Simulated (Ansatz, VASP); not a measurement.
## One calculation of Se, two programs

```
Se
1.0
     4.52038    0.00000    0.00000
    -2.26019    3.91476    0.00000
     0.00000    0.00000    5.04531
Se
3
Direct
  0.21893 0.00000 0.33333
  0.00000 0.21893 0.66667
  0.78107 0.78107 0.00000
```

Alike in both runs: task single point; functional PBE; k mesh 9 × 9 × 7; occupations fermi-dirac, width 0.05 eV; no spin polarisation.

```csv
,VASP,Ansatz
version,VASP 6.6.1,Ansatz 0.2.0
potentials or method,"VASP PAW PBE potentials, release 64 (Se), cutoff 520 eV","plane waves (420 eV) with PAW, scalar-relativistic"
valence electrons in the cell,18,48
```

```csv
,VASP,Ansatz,Ansatz less VASP
pressure (GPa),0.1,0.0,-0.10
```

VASP's potentials hold 18 valence electrons a cell and Ansatz's 48, so a difference there can come from the potentials and not from the codes.
